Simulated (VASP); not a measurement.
Input of a VASP 6.6.1 run:

Contents of INCAR:

```
PREC = Accurate
ENCUT = 520
EDIFF = 1E-6
ISMEAR = 0
SIGMA = 0.15
LREAL = False
LASPH = True
NELM = 60
ALGO = Fast
ISIF = 2
LWAVE = False
LCHARG = False
GGA = CA
NBANDS = 26
```

File KPOINTS:

```
regular mesh
0
Gamma
  12 12 12
```

POSCAR

```
Si
1.0
    0.0000000000      0.0000000000      4.9415225221
    2.6084913959     -4.5180396286      0.0000000000
    2.6084913958      4.5180396287      0.0000000000
Si
8
Direct
    0.0092822105      0.5092822105      0.0000000000
    0.5000000000      0.5000000000      0.0000000000
    0.0000000000      0.0000000000      0.0000000000
    0.5000000000      0.0000000000      0.0000000000
    0.0000000000      0.5000000000      0.5000000000
    0.5000000000      0.5000000000      0.5000000000
    0.0000000000      0.0000000000      0.5000000000
    0.5000000000      0.0000000000      0.5000000000
```

Potentials or basis: VASP PAW LDA potentials, release 64 (Si).

Launch:

```sh
$ cat potpaw_LDA.64/Si/POTCAR > POTCAR
$ mpirun -np 1 vasp_std > vasp.out
```

(1) What does it give for the largest force?

(2) Predict the band gap on the k mesh.

(3) Predict the pressure.

## Answers

(1) 0.342 eV/Å.

(2) zero (bands 16 and 17 overlap by 3.51 eV).

(3) 0.2 GPa.

Caveat: the cell differs from its parent crystal (atom 1 (Si) moved -0.067 Å towards its neighbour atom 4 (Si) at 3.593 Å).
